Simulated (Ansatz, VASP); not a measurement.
# Si4F: VASP beside Ansatz

```
Si F
1.0
     3.83334    0.00000    0.00000
    -1.91667    3.31977    0.00000
     0.00000    0.00000   20.90838
Si F
4 1
Direct
  0.33333 0.66667 0.19131
  0.00000 0.00000 0.22873
  0.00000 0.00000 0.34687
  0.66667 0.33333 0.37824
  0.00000 0.50000 0.48346
```

Alike in both runs: task single point; functional PBE; dispersion D3(BJ); k mesh 9 × 9 × 1; occupations gaussian, width 0.05 eV; collinear spin.

|  | VASP | Ansatz |
| --- | --- | --- |
| version | VASP 6.6.1 | Ansatz 0.2.0 |
| potentials or method | VASP PAW PBE potentials, release 64 (Si, F), cutoff 520 eV | scalar-relativistic, plane waves, PAW |
| valence electrons in the cell | 23 | 23 |

Ansatz gave:

```
gap on the k mesh at the Fermi level (eV)                     : 0.10
least direct gap on the mesh (eV)                             : 0.14
rms of the force components (eV/Å)                            : 1.138
net moment per atom (μB)                                      : 0.20
size of the moment on the site where the two differ most (μB) : 0.18
```

Question: Estimate VASP's values.

Answer: gap on the k mesh at the Fermi level (eV): 0.10; least direct gap on the mesh (eV): 0.14; rms of the force components (eV/Å): 1.133; net moment per atom (μB): 0.20; size of the moment on the site where the two differ most (μB): 0.17.

Site moments also hang on the region over which each program counts them. Atom by atom the forces differ by 0.006 eV/Å (rms over components).
